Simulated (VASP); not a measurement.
# MgB (Pm-3m) in VASP: notebook

The runs below take MgB through single point, with PBE, r2SCAN.

Program: VASP 6.6.1. These are calculated values, not measurements. Logs are shortened: lines on timing, memory, paths and dates and some standing lists are left out, and cuts for length are marked.

## 1. The cell of the first run

Symmetry: Pm-3m, No. 221, cubic system. The conventional cell has a = 2.895 Å, b = 2.895 Å, c = 2.895 Å, α = 90.00°, β = 90.00°, γ = 90.00°. Mg (site symmetry m-3m) has 8 B at 2.51 Å and 6 Mg at 2.90 Å within 3.3 Å. Within 3.3 Å of B (site symmetry m-3m) lie 8 Mg at 2.51 Å and 6 B at 2.90 Å.

## 2. Single point, PBE

File INCAR:

```
ALGO = Normal
EDIFF = 1E-7
ENCUT = 520
GGA = PE
ISIF = 2
ISMEAR = -1
LASPH = T
LCHARG = F
LREAL = F
LWAVE = F
NBANDS = 10
NELM = 80
PREC = Accurate
SIGMA = 0.04
```

File KPOINTS:

```
k-points
0
Gamma
  5 5 5
```

File POSCAR:

```
MgB
1.0
    2.8951500000      0.0000000000      0.0000000000
    0.0000000000      2.8951500000      0.0000000000
    0.0000000000      0.0000000000      2.8951500000
Mg B
1 1
Direct
    0.0000000000      0.0000000000      0.0000000000
    0.5000000000      0.5000000000      0.5000000000
```

Potentials or basis: VASP PAW PBE potentials, release 64 (Mg, B).

The run is started by

```sh
cat potpaw_PBE.64/Mg/POTCAR potpaw_PBE.64/B/POTCAR > POTCAR
mpirun -np 1 vasp_std > vasp.out
```

OUTCAR:

```text
EDIFF = 1E-7
   ENCUT = 520
   GGA = PE
   ISIF = 2
   ISMEAR = -1
   LASPH = T
   LREAL = F
   NELM = 80
   PREC = Accurate

 ion  position               nearest neighbor table
   1  0.000  0.000  0.000-   2 2.51   2 2.51   2 2.51   2 2.51   2 2.51   2 2.51   2 2.51   2 2.51

   2  0.500  0.500  0.500-   1 2.51   1 2.51   1 2.51   1 2.51   1 2.51   1 2.51   1 2.51   1 2.51

  LATTYP: Found a simple cubic cell.
 ALAT       =     2.8951500000

  Lattice vectors:

 A1 = (   2.8951500000,   0.0000000000,   0.0000000000)
 A2 = (   0.0000000000,   2.8951500000,   0.0000000000)
 A3 = (   0.0000000000,   0.0000000000,   2.8951500000)

Analysis of symmetry for initial positions (statically):
=====================================================================
 Subroutine PRICEL returns:
 Original cell was already a primitive cell.

 Routine SETGRP: Setting up the symmetry group for a
 simple cubic supercell.

 Subroutine GETGRP returns: Found 48 space group operations
 (whereof 48 operations were pure point group operations)
 out of a pool of 48 trial point group operations.

The static configuration has the point symmetry O_h .

Analysis of symmetry for dynamics (positions and initial velocities):
=====================================================================
 Subroutine PRICEL returns:
 Original cell was already a primitive cell.

 Routine SETGRP: Setting up the symmetry group for a
 simple cubic supercell.

 Subroutine GETGRP returns: Found 48 space group operations
 (whereof 48 operations were pure point group operations)
 out of a pool of 48 trial point group operations.

The dynamic configuration has the point symmetry O_h .

 Subroutine INISYM returns: Found 48 space group operations
 (whereof 48 operations are pure point group operations),
 and found     1 'primitive' translations

----------------------------------------------------------------------------------------

                                     Primitive cell

  volume of cell :      24.2668

  direct lattice vectors                    reciprocal lattice vectors
     2.895150000  0.000000000  0.000000000     0.345405247  0.000000000  0.000000000
     0.000000000  2.895150000  0.000000000     0.000000000  0.345405247  0.000000000
     0.000000000  0.000000000  2.895150000     0.000000000  0.000000000  0.345405247

  length of vectors
     2.895150000  2.895150000  2.895150000     0.345405247  0.345405247  0.345405247

  position of ions in fractional coordinates (direct lattice)
     0.000000000  0.000000000  0.000000000
     0.500000000  0.500000000  0.500000000

  ion indices of the primitive-cell ions
   primitive index   ion index
                 1           1
                 2           2

----------------------------------------------------------------------------------------

 KPOINTS: k-points

Automatic generation of k-mesh.
 Grid dimensions read from file:
 generate k-points for:    5    5    5

 Generating k-lattice:

  Cartesian coordinates                     Fractional coordinates (reciprocal lattice)
     0.069081049  0.000000000  0.000000000     0.200000000  0.000000000  0.000000000
     0.000000000  0.069081049  0.000000000     0.000000000  0.200000000  0.000000000
     0.000000000  0.000000000  0.069081049     0.000000000  0.000000000  0.200000000

  Length of vectors
     0.069081049  0.069081049  0.069081049

  Shift w.r.t. Gamma in fractional coordinates (k-lattice)
     0.000000000  0.000000000  0.000000000

 Subroutine IBZKPT returns following result:
 ===========================================

 Found     10 irreducible k-points:

 Following reciprocal coordinates:
            Coordinates               Weight
  0.000000  0.000000  0.000000      1.000000
  0.200000  0.000000  0.000000      6.000000
  0.400000  0.000000  0.000000      6.000000
  0.200000  0.200000  0.000000     12.000000
  0.400000  0.200000  0.000000     24.000000
  0.400000  0.400000  0.000000     12.000000
  0.200000  0.200000  0.200000      8.000000
  0.400000  0.200000  0.200000     24.000000
  0.400000  0.400000  0.200000     24.000000
  0.400000  0.400000  0.400000      8.000000
   k-points           NKPTS =     10   k-points in BZ     NKDIM =     10   number of bands    NBANDS=     10
   number of dos      NEDOS =    301   number of ions     NIONS =      2
   total plane-waves  NPLWV =  13824
   dimension x,y,z NGX =    24 NGY =   24 NGZ =   24
   dimension x,y,z NGXF=    48 NGYF=   48 NGZF=   48
   ions per type =               1   1
   NGX,Y,Z   is equivalent  to a cutoff of  13.78, 13.78, 13.78 a.u.
   NGXF,Y,Z  is equivalent  to a cutoff of  27.56, 27.56, 27.56 a.u.
 SYSTEM =  unknown system
   PREC   = accura    normal or accurate (medium, high low for compatibility)
   ISTART =      0    job   : 0-new  1-cont  2-samecut
   ICHARG =      2    charge: 1-file 2-atom 10-const
   ISPIN  =      1    spin polarized calculation?
   LNONCOLLINEAR =      F non collinear calculations
   LSORBIT =      F    spin-orbit coupling
   LASPH  =      T    aspherical Exc in radial PAW
   ENCUT  =  520.0 eV  38.22 Ry    6.18 a.u.   5.38  5.38  5.38*2*pi/ulx,y,z
   NELM   =     80;   NELMIN=  2; NELMDL= -5     # of ELM steps
   EDIFF  = 0.1E-06   stopping-criterion for ELM
   LREAL  =      F    real-space projection
   EDIFFG = 0.1E-05   stopping-criterion for IOM
   NSW    =      0    number of steps for IOM
   IBRION =     -1    ionic relax: 0-MD 1-quasi-New 2-CG
   NFREE  =      0    steps in history (QN), initial steepest desc. (CG)
   ISIF   =      2    stress and relaxation
   ISYM   =      2    0-nonsym 1-usesym 2-fastsym
   POTIM  = 0.5000    time-step for ionic-motion
   TEBEG  =    0.0;   TEEND  =   0.0 temperature during run
   PSTRESS=    0.0 pullay stress
   NELECT =       5.0000    total number of electrons
   NUPDOWN=      -1.0000    fix difference up-down
   EMIN   =  10.00;   EMAX   =-10.00  energy-range for DOS
   EFERMI =   0.00;   METHOD = LEGACY
   ISMEAR =    -1;   SIGMA  =   0.04  broadening in eV -4-tet -1-fermi 0-gaus
   EFERMI_NEDOS =   21; number of points for ismear=-14 and -15
   IALGO  =     38    algorithm
   IMIX   =      4    mixing-type and parameters
     AMIX     =   0.40;   BMIX     =  1.00
     AMIX_MAG =   1.60;   BMIX_MAG =  1.00
  volume/ion in A,a.u.               =      12.13        81.88
  Fermi-wavevector in a.u.,A,eV,Ry     =   0.966927  1.827227 12.720742  0.934948
  Thomas-Fermi vector in A             =   2.096770
   LORBIT       =      0    0 simple, 1 ext, 2 COOP (PROOUT), +10 PAW based schemes
   GGA     = PE    functional components
   LHFCALC =     F    Hartree Fock is set to
   AEXX    =    0.0000 exact exchange contribution
   IVDW    =     0    specifies the selected vdW correction
   LEPSILON=     F    determine dielectric tensor
   LRPA    =     F    only Hartree local field effects (RPA)
 non-spin polarized calculation
  energy-cutoff  :      520.00
  volume of cell :       24.27
 maximum number of plane-waves:       670
 NGX is ok and might be reduce to    24
   NGX = 11   NGY = 11   NGZ = 11

 number of electron       5.0000000 magnetization

 Free energy of the ion-electron system (eV)
  ---------------------------------------------------
  ext. energy  EPLUGINS =         0.00000000
  ---------------------------------------------------
  free energy    TOTEN  =        -6.53467882 eV

  energy without entropy =       -6.52748752  energy(sigma->0) =       -6.53108317

 E-fermi :   4.6028     XC(G=0): -10.3590

 val. band max:        4.4761975006   @ k =   0.2000   0.2000   0.2000
 cond. band min:       4.6263200766   @ k =   0.2000   0.2000   0.0000
 fundamental gap:      0.1501225761
 Fermi energy:         4.6028290970

 k-point     1 :       0.0000    0.0000    0.0000
  band No.  band energies     occupation
      1      -6.1537      2.00000
      2       7.1168      0.00000
      3       7.1168      0.00000
      4       7.1168      0.00000
      5      11.6313      0.00000
      6      11.6313      0.00000
      7      13.5687      0.00000
      8      22.7902      0.00000
      9      22.7902      0.00000
     10      22.7902      0.00000

 k-point     2 :       0.2000    0.0000    0.0000
  band No.  band energies     occupation
      1      -5.5267      2.00000
      2       3.7905      2.00000
      3       7.4585      0.00000
      4       7.4585      0.00000
      5      12.3374      0.00000
      6      13.4514      0.00000
      7      15.5956      0.00000
      8      20.3472      0.00000
      9      20.3472      0.00000
     10      22.3702      0.00000

 k-point     3 :       0.4000    0.0000    0.0000
  band No.  band energies     occupation
      1      -3.7732      2.00000
      2      -0.1205      2.00000
      3       8.1345      0.00000
      4       8.1345      0.00000
      5      14.4128      0.00000
      6      14.7602      0.00000
      7      16.5983      0.00000
      8      17.5760      0.00000
      9      17.5760      0.00000
     10      18.1992      0.00000

 k-point     4 :       0.2000    0.2000    0.0000
  band No.  band energies     occupation
      1      -4.9097      2.00000
      2       3.9875      2.00000
      3       4.6263      0.71452
      4       7.8123      0.00000
      5      13.3287      0.00000
      6      14.4194      0.00000
      7      16.0048      0.00000
      8      18.8368      0.00000
      9      20.2488      0.00000
     10      22.0073      0.00000
[... 40 lines left out ...]
 k-point     8 :       0.4000    0.2000    0.2000
  band No.  band energies     occupation
      1      -2.6169      2.00000
      2       1.0015      2.00000
      3       5.5941      0.00000
      4       6.3508      0.00000
      5      11.8369      0.00000
      6      12.1867      0.00000
      7      15.5658      0.00000
      8      20.4400      0.00000
      9      20.4450      0.00000
     10      21.7699      0.00000

 k-point     9 :       0.4000    0.4000    0.2000
  band No.  band energies     occupation
      1      -1.0181      2.00000
      2       2.1268      2.00000
      3       2.6282      2.00000
      4       7.1090      0.00000
      5       8.2749      0.00000
      6      13.0730      0.00000
      7      13.1558      0.00000
      8      19.6923      0.00000
      9      21.4165      0.00000
     10      23.2406      0.00000

 k-point    10 :       0.4000    0.4000    0.4000
  band No.  band energies     occupation
      1       0.5253      2.00000
      2       3.3075      2.00000
      3       3.3075      2.00000
      4       4.4416      1.96511
      5       9.5178      0.00000
      6       9.5178      0.00000
      7       9.5622      0.00000
      8      16.5000      0.00000
      9      24.8235      0.00000
     10      25.1478      0.00000

------------------------ aborting loop because EDIFF is reached ----------------------------------------

  FORCE on cell =-STRESS in cart. coord.  units (eV):
  Direction    XX          YY          ZZ          XY          YZ          ZX
  --------------------------------------------------------------------------------------
  -------------------------------------------------------------------------------------
  Total        0.0608435      0.0608435      0.0608435     -0.0000000     -0.0000000     -0.0000000
  in kB        4.0170886      4.0170886      4.0170886     -0.0000000     -0.0000000     -0.0000000
  external PRESSURE =       4.0170886 kB  Pullay stress =       0.0000000 kB

 VOLUME and BASIS-vectors are now :
 -----------------------------------------------------------------------------
  energy-cutoff  :      520.00
  volume of cell :       24.27
      direct lattice vectors                 reciprocal lattice vectors
     2.895150000  0.000000000  0.000000000     0.345405247  0.000000000  0.000000000
     0.000000000  2.895150000  0.000000000     0.000000000  0.345405247  0.000000000
     0.000000000  0.000000000  2.895150000     0.000000000  0.000000000  0.345405247

 POSITION                                       TOTAL-FORCE (eV/Angst)
 -----------------------------------------------------------------------------------
      0.00000      0.00000      0.00000         0.000000      0.000000      0.000000
      1.44758      1.44758      1.44758         0.000000      0.000000      0.000000
 -----------------------------------------------------------------------------------
    total drift:                                0.000000     -0.000000     -0.000000

  FREE ENERGIE OF THE ION-ELECTRON SYSTEM (eV)
  ---------------------------------------------------
  free  energy   TOTEN  =        -6.5346788172 eV

  energy  without entropy=       -6.5274875183  energy(sigma->0) =       -6.53108317
```

It took 5.7 s on 1 thread of Intel Xeon 8259CL, shared host; peak memory 0.13 GiB.

What came out:

```yaml
Free_energy: -6.5347 eV
Pressure: 0.4 GPa
Band_gap_on_the_k_mesh: zero (an odd number of electrons rules out a gap without spin polarisation)
```

Levels at points of the mesh, in eV from the Fermi level:
```
           k point  band 1  band 2  band 3  band 4  band 5
(0.00, 0.00, 0.00)  -10.76    2.51    2.51    2.51    7.03
```

Caveat: the k points lie up to 0.43 Å⁻¹ apart, too coarse for converged energies and pressures of a metal.

(Continued in part 2 of 2.)
